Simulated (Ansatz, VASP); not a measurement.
One calculation of CoO, two programs

```xyz
2
Lattice="1.5055 0.8692 2.4399 -1.5055 0.8692 2.4399 0.0000 -1.7384 2.4399" Properties=species:S:1:pos:R:3 pbc="T T T"
Co    0.0000    0.0000    0.0000
O     0.0000    0.0000    3.6599
```

Alike in both runs: task relaxation of cell and atoms; functional PBEsol; dispersion D3(BJ); k mesh 11 × 11 × 11; occupations fermi-dirac, width 0.05 eV; collinear spin.

|  | VASP | Ansatz |
| --- | --- | --- |
| version | VASP 6.6.1 | Ansatz 0.2.0 |
| potentials or method | VASP PAW PBE potentials, release 64 (Co, O) | Ansatz PAW |
| plane-wave cutoff (eV) | 600 | 420 |
| valence electrons in the cell | 15 | 23 |

```csv
,VASP,Ansatz,Ansatz less VASP
"gap on the k mesh at the Fermi level, each at its own relaxed structure (eV)",none,none,-
net moment per atom (μB),1.46,1.47,+0.010
size of the moment on the site where the two differ most (μB),2.55,2.49,-0.066
relaxed volume (Å³/atom),9.61,9.62,+0.010
relaxed length of the cell vector where the two differ most in proportion (Å),2.997,2.954,-0.0435
```

VASP's potentials were made for PBE, not for PBEsol. Site moments also hang on the region over which each program counts them. A gap of «none» marks a metal or a gap that the smearing closes. VASP's potentials hold 15 valence electrons a cell and Ansatz's 23, so a difference there can come from the potentials and not from the codes.

Noted on Ansatz's run: the plane-wave basis is chosen anew once the cell has moved, so the energies of steps on either side of that aren't comparable.
